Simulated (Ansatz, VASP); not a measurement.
# Two plane-wave programs on NbTe

The input POSCAR:

```
NbTe
1.0
    3.7756001657      0.0000000000      0.0000000000
   -1.8878000828      3.2697656581      0.0000000000
    0.0000000000      0.0000000000      3.7666649043
Te Nb
1 1
Direct
    0.6666666667      0.3333333333      0.0000000000
    0.0000000000      0.0000000000      0.5000000000
```

The input INCAR.step1:

```
PREC = Accurate
ENCUT = 520
EDIFF = 1E-5
ISMEAR = -1
SIGMA = 0.05
LREAL = F
LASPH = T
NELM = 60
ALGO = Normal
ISIF = 2
LWAVE = T
LCHARG = F
GGA = PE
NBANDS = 16
```

File INCAR.step2:

```
PREC = Accurate
ENCUT = 520
EDIFF = 1E-6
ISMEAR = -1
SIGMA = 0.05
LREAL = F
LASPH = T
NELM = 60
ALGO = Normal
ISIF = 2
LWAVE = F
LCHARG = F
GGA = PE
LHFCALC = T
AEXX = 0.25
PRECFOCK = Normal
ISTART = 1
NBANDS = 16
```

Contents of KPOINTS:

```
regular mesh
0
Gamma
  6 6 4
```

input

```
crystal:
  lattice:
    - [3.7756001657, 0.0, 0.0]
    - [-1.8878000828, 3.2697656581, 0.0]
    - [0.0, 0.0, 3.7666649043]
  atoms:
    - { symbol: Te, position: [0.6666666667, 0.3333333333, 0.0] }
    - { symbol: Nb, position: [0.0, 0.0, 0.5] }
hamiltonian:
  xc: pbe0
  pseudopotentials: { kind: paw }
kpoints:
  mp_grid: { grid: [6, 6, 4] }
scf:
  occupations: { method: fermi_dirac, width: 0.05 }
output:
  forces: true
  stress: true
  eigenvalues: true
```

Alike in both runs: task single point; functional PBE0; k mesh 6 × 6 × 4; occupations fermi-dirac, width 0.05 eV; no spin polarisation.

```csv
,VASP,Ansatz
version,VASP 6.6.1,Ansatz 0.2.0
potentials or method,"VASP PAW PBE potentials, release 64 (Te, Nb_sv)",Ansatz PAW
plane-wave cutoff (eV),520,420
valence electrons in the cell,19,29
```

VASP gave:

| Item | Value |
| --- | --- |
| gap on the k mesh at the Fermi level (eV) | none |
| pressure (GPa) | -11.8 |
| traceless stress, the component that is largest in VASP (GPa) | 0.35 |

Task: What did Ansatz give for the same quantities?

Result: gap on the k mesh at the Fermi level (eV): none; pressure (GPa): -11.2; traceless stress, the component that is largest in VASP (GPa): 0.38.

A gap of «none» marks a metal or a gap that the smearing closes. VASP's potentials hold 19 valence electrons a cell and Ansatz's 29, so a difference there can come from the potentials and not from the codes.

The k mesh is coarse, so the values compare programs but aren't converged. Spin-orbit coupling is off throughout.
